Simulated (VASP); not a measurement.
A run of VASP 6.6.1:

File INCAR:

```
SYSTEM = TiO
PREC = Accurate ; ENCUT = 600
EDIFF = 1E-6 ; ISMEAR = 0
SIGMA = 0.1 ; LREAL = .False.
LASPH = .True. ; NELM = 80
ALGO = Normal ; ISIF = 4
LWAVE = .False. ; LCHARG = .False.
GGA = PS ; IBRION = 2
NSW = 50 ; EDIFFG = -0.01
```

KPOINTS

```
Automatic mesh
0
Gamma
  18 18 8
  0 0 0
```

File POSCAR:

```
TiO
1.0
    2.8466793951      0.0000000000      0.0000000000
   -1.4233396975      2.4652966726      0.0000000000
    0.0000000000      0.0000000000      5.5103009832
Ti O
2 2
Direct
    0.3333333333      0.6666666667      0.2500000000
    0.6666666667      0.3333333333      0.7500000000
    0.0000000000      0.0000000000      0.0000000000
    0.0000000000      0.0000000000      0.5000000000
```

Potentials or basis: VASP PAW PBE potentials, release 64 (Ti_sv, O).

Launch:

```bash
$ cat potpaw_PBE.64/Ti_sv/POTCAR potpaw_PBE.64/O/POTCAR > POTCAR
$ mpirun -np 1 vasp_std > vasp.out
```

Hardware: 1 thread of Intel Xeon 8259CL, on a shared host.

Question: Estimate the wall time of this run.

Answer: Run time: 4.4 min on 1 thread of Intel Xeon 8259CL, with other jobs on the host, peak memory 0.3 GiB. Counts: scf iterations 15, k points 185, ion steps 1.
